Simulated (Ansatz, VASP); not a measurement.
One calculation of NbP2, two programs

```
Nb P
1.0
     0.00000    2.88753    2.88753
     2.88753    0.00000    2.88753
     2.88753    2.88753    0.00000
Nb P
1 2
Direct
  0.00000 0.00000 0.00000
  0.25000 0.25000 0.25000
  0.75000 0.75000 0.75000
```

Alike in both runs: task relaxation of cell and atoms; functional r2SCAN; k mesh 6 × 6 × 6; occupations gaussian, width 0.1 eV; no spin polarisation.

|  | VASP | Ansatz |
| --- | --- | --- |
| version | VASP 6.6.1 | Ansatz 0.2.0 |
| potentials or method | VASP PAW PBE potentials, release 64 (Nb_sv, P), cutoff 600 eV | scalar-relativistic, plane waves, PAW |
| valence electrons in the cell | 23 | 23 |

```csv
,VASP,Ansatz,Ansatz less VASP
"gap on the k mesh at the Fermi level, each at its own relaxed structure (eV)",none,none,-
relaxed volume (Å³/atom),18.21,18.29,+0.078
relaxed length of the cell vector where the two differ most in proportion (Å),4.259,4.265,+0.0060
```

VASP's potentials were made for PBE, not for r2SCAN. A gap of «none» marks a metal or a gap that the smearing closes.
